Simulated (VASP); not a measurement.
# CdS (Hawleyite) (F-43m) in VASP: further runs

CdS (Hawleyite) is run at these levels: PBEsol, PBE; tasks: relaxation of cell and atoms, single point.

All numbers are computed with VASP 6.6.1; they aren't measurements. Logs are shortened: lines on timing, memory, paths and dates and some standing lists are left out, and cuts for length are marked.

### Step 1. The cell of the first run

The structure is cubic, space group F-43m (No. 216). The conventional cell has a = 5.833 Å, b = 5.833 Å, c = 5.833 Å, α = 90.00°, β = 90.00°, γ = 90.00°. Cd (site symmetry -43m) has 4 S at 2.53 Å within 3.3 Å. S (site symmetry -43m) has 4 Cd at 2.53 Å within 3.3 Å.

### Step 2. Relaxation of cell and atoms, PBEsol, target pressure 10 GPa, at which the enthalpy is minimised

INCAR

```
SYSTEM = CdS
PREC = Accurate
ENCUT = 600
EDIFF = 1E-6
ISMEAR = -1
SIGMA = 0.05
LREAL = .FALSE.
LASPH = .TRUE.
NELM = 80
ALGO = Normal
ISIF = 3
LWAVE = .FALSE.
LCHARG = .FALSE.
GGA = PS
IBRION = 2
NSW = 80
EDIFFG = -0.01
PSTRESS = 100.0
```

KPOINTS

```
Automatic mesh
0
G
  8 8 8
  0 0 0
```

POSCAR

```
CdS
1.0
    0.0000000000      2.9165000000      2.9165000000
    2.9165000000      0.0000000000      2.9165000000
    2.9165000000      2.9165000000      0.0000000000
Cd S
1 1
Direct
    0.0000000000      0.0000000000      0.0000000000
    0.7500000000      0.7500000000      0.7500000000
```

Potentials or basis: VASP PAW PBE potentials, release 64 (Cd, S).

Run with:

```sh
$ cat potpaw_PBE.64/Cd/POTCAR potpaw_PBE.64/S/POTCAR > POTCAR
$ mpirun -np 1 vasp_std > vasp.out
```

OUTCAR:

```text
SYSTEM = CdS
   PREC = Accurate
   ENCUT = 600
   EDIFF = 1E-6
   ISMEAR = -1
   LREAL = .FALSE.
   LASPH = .TRUE.
   NELM = 80
   ISIF = 3
   GGA = PS
   IBRION = 2
   NSW = 80
   EDIFFG = -0.01
   PSTRESS = 100.0

 ion  position               nearest neighbor table
   1  0.000  0.000  0.000-   2 2.53   2 2.53   2 2.53   2 2.53
   2  0.750  0.750  0.750-   1 2.53   1 2.53   1 2.53   1 2.53

  LATTYP: Found a face centered cubic cell.
 ALAT       =     5.8330000000

  Lattice vectors:

 A1 = (   0.0000000000,   2.9165000000,   2.9165000000)
 A2 = (   2.9165000000,   0.0000000000,   2.9165000000)
 A3 = (   2.9165000000,   2.9165000000,   0.0000000000)

Analysis of symmetry for initial positions (statically):
=====================================================================
 Subroutine PRICEL returns:
 Original cell was already a primitive cell.

 Routine SETGRP: Setting up the symmetry group for a
 face centered cubic supercell.

 Subroutine GETGRP returns: Found 24 space group operations
 (whereof 24 operations were pure point group operations)
 out of a pool of 48 trial point group operations.

The static configuration has the point symmetry T_d .

Analysis of symmetry for dynamics (positions and initial velocities):
=====================================================================
 Subroutine PRICEL returns:
 Original cell was already a primitive cell.

 Routine SETGRP: Setting up the symmetry group for a
 face centered cubic supercell.

 Subroutine GETGRP returns: Found 24 space group operations
 (whereof 24 operations were pure point group operations)
 out of a pool of 48 trial point group operations.

The dynamic configuration has the point symmetry T_d .

 Subroutine INISYM returns: Found 24 space group operations
 (whereof 24 operations are pure point group operations),
 and found     1 'primitive' translations

----------------------------------------------------------------------------------------

                                     Primitive cell

  volume of cell :      49.6153

  direct lattice vectors                    reciprocal lattice vectors
     0.000000000  2.916500000  2.916500000    -0.171438368  0.171438368  0.171438368
     2.916500000  0.000000000  2.916500000     0.171438368 -0.171438368  0.171438368
     2.916500000  2.916500000  0.000000000     0.171438368  0.171438368 -0.171438368

  length of vectors
     4.124553855  4.124553855  4.124553855     0.296939964  0.296939964  0.296939964

  position of ions in fractional coordinates (direct lattice)
[... 91 lines left out ...]
   NUPDOWN=      -1.0000    fix difference up-down
   EMIN   =  10.00;   EMAX   =-10.00  energy-range for DOS
   EFERMI =   0.00;   METHOD = LEGACY
   ISMEAR =    -1;   SIGMA  =   0.05  broadening in eV -4-tet -1-fermi 0-gaus
   EFERMI_NEDOS =   21; number of points for ismear=-14 and -15
   IALGO  =     38    algorithm
   IMIX   =      4    mixing-type and parameters
     AMIX     =   0.40;   BMIX     =  1.00
     AMIX_MAG =   1.60;   BMIX_MAG =  1.00
  volume/ion in A,a.u.               =      24.81       167.41
  Fermi-wavevector in a.u.,A,eV,Ry     =   1.167599  2.206442 18.548649  1.363287
  Thomas-Fermi vector in A             =   2.304097
   LORBIT       =      0    0 simple, 1 ext, 2 COOP (PROOUT), +10 PAW based schemes
   GGA     = PS    functional components
   LHFCALC =     F    Hartree Fock is set to
   AEXX    =    0.0000 exact exchange contribution
   IVDW    =     0    specifies the selected vdW correction
   LEPSILON=     F    determine dielectric tensor
   LRPA    =     F    only Hartree local field effects (RPA)
 conjugate gradient relaxation of ions
 non-spin polarized calculation
  energy-cutoff  :      600.00
  volume of cell :       49.62
 maximum number of plane-waves:      1676
 NGX is ok and might be reduce to    36
   NGX = 17   NGY = 17   NGZ = 17

--------------------------------------- Ionic step        1  -------------------------------------------

 number of electron      17.9999999 magnetization

 Free energy of the ion-electron system (eV)
  ---------------------------------------------------
  ext. energy  EPLUGINS =         0.00000000
  ---------------------------------------------------
  free energy    TOTEN  =        -6.81366470 eV

  energy without entropy =       -6.81366430  energy(sigma->0) =       -6.81366450

------------------------ aborting loop because EDIFF is reached ----------------------------------------

  FORCE on cell =-STRESS in cart. coord.  units (eV):
  Direction    XX          YY          ZZ          XY          YZ          ZX
  --------------------------------------------------------------------------------------
  -------------------------------------------------------------------------------------
  Total        0.0278575      0.0278575      0.0278575      0.0000000     -0.0000000      0.0000000
  in kB        0.8995738      0.8995738      0.8995738      0.0000000     -0.0000000      0.0000000
  external PRESSURE =     -99.1004262 kB  Pullay stress =     100.0000000 kB
[... 25 lines left out ...]
--------------------------------------- Ionic step        2  -------------------------------------------

 number of electron      17.9999999 magnetization

 E-fermi :   4.3017     XC(G=0): -10.5055

 val. band max:        3.5507902317   @ k =   0.0000   0.0000   0.0000
 cond. band min:       4.9908336639   @ k =   0.0000   0.0000   0.0000
 fundamental gap:      1.4400434323
 Fermi energy:         4.3016871264

 k-point     1 :       0.0000    0.0000    0.0000
  band No.  band energies     occupation
      1     -10.5895      2.00000
      2      -5.4247      2.00000
      3      -5.4247      2.00000
      4      -5.4247      2.00000
      5      -4.5497      2.00000
      6      -4.5497      2.00000
      7       3.5508      2.00000
      8       3.5508      2.00000
      9       3.5508      2.00000
     10       4.9908      0.00000
     11       9.7767      0.00000
     12       9.7767      0.00000
     13       9.7767      0.00000
[... 443 lines left out ...]
--------------------------------------- Ionic step        4  -------------------------------------------

 number of electron      17.9999998 magnetization

 Free energy of the ion-electron system (eV)
  ---------------------------------------------------
  ext. energy  EPLUGINS =         0.00000000
  ---------------------------------------------------
  free energy    TOTEN  =        -6.65365927 eV

  energy without entropy =       -6.65365923  energy(sigma->0) =       -6.65365925

 E-fermi :   3.0087     XC(G=0):  -9.9604

 val. band max:        2.3504421893   @ k =   0.0000   0.0000   0.0000
 cond. band min:       3.6000078506   @ k =   0.0000   0.0000   0.0000
 fundamental gap:      1.2495656613
 Fermi energy:         3.0086516153

 k-point     1 :       0.0000    0.0000    0.0000
  band No.  band energies     occupation
      1     -10.8754      2.00000
      2      -5.9374      2.00000
      3      -5.9374      2.00000
      4      -5.9374      2.00000
      5      -5.2628      2.00000
      6      -5.2628      2.00000
      7       2.3504      2.00000
      8       2.3504      2.00000
      9       2.3504      2.00000
     10       3.6000      0.00001
     11       8.7207      0.00000
     12       8.7207      0.00000
     13       8.7207      0.00000
[... 401 lines left out ...]
  energy  without entropy=       -6.6536592346  energy(sigma->0) =       -6.65365925

  enthalpy is  TOTEN    =        -3.9107671540 eV   P V=        2.7428921202

 reached required accuracy - stopping structural energy minimisation
```

OSZICAR:

```text
N       E                     dE             d eps       ncg     rms          rms(c)
DAV:   1     0.119921749242E+03    0.11992E+03   -0.98852E+03   770   0.142E+03
DAV:   2    -0.161095926283E+01   -0.12153E+03   -0.11592E+03   834   0.310E+02
DAV:   3    -0.726947498978E+01   -0.56585E+01   -0.56382E+01   954   0.686E+01
[... 34 lines left out ...]
DAV:   1    -0.665466108587E+01    0.55965E-02   -0.19944E-02   809   0.208E+00    0.232E-01
DAV:   2    -0.665375326333E+01    0.90782E-03   -0.22430E-03   829   0.860E-01    0.949E-02
DAV:   3    -0.665366497423E+01    0.88289E-04   -0.24705E-04   819   0.202E-01    0.756E-02
DAV:   4    -0.665365913638E+01    0.58379E-05   -0.18466E-05   769   0.527E-02    0.142E-02
DAV:   5    -0.665365927417E+01   -0.13779E-06   -0.34957E-06   679   0.349E-02
   4 F= -.39107672E+01 E0= -.39107671E+01  d E =-.193847E+00
```

Run time: 51 s. Hardware: 1 thread of Intel Xeon Platinum 8488C (Sapphire Rapids), shared host; peak memory 0.22 GiB.

Results:

```
Free energy                                            : -6.6537 eV
Relaxed volume                                         : 21.97 Å³/atom
Relaxed cell                                           : a = 3.961 Å, b = 3.961 Å, c = 3.961 Å, α = 60.00°, β = 60.00°, γ = 60.00°
Space group after relaxing (to 0.05 Å)                 : F-43m (No. 216)
Energy change on relaxing (the enthalpy is what falls) : +80.0 meV/atom
Ionic steps                                            : 4
Pressure after relaxing                                : 10.1 GPa
Band gap on the k mesh                                 : 1.25 eV, direct
```

The path:
```tsv
step	energy change (eV)	largest force (eV/Å)	pressure (GPa)	volume (Å³)
1	0.0000	0.0000	0.09	49.62
2	0.6311	0.0000	24.42	39.39
3	0.1534	0.0000	9.78	44.05
4	0.1600	0.0000	10.06	43.95
```

Final structure:
```
Cd S
1.0
     0.00000    2.80089    2.80089
     2.80089    0.00000    2.80089
     2.80089    2.80089    0.00000
Cd S
1 1
Direct
  0.00000 0.00000 0.00000
  0.75000 0.75000 0.75000
```

Caveat: the cell is relaxed towards a set pressure, so the enthalpy falls and the energy may rise; the PAW data sets were made with another functional, which shifts forces and pressure a little.

(Continued in part 2 of 2.)
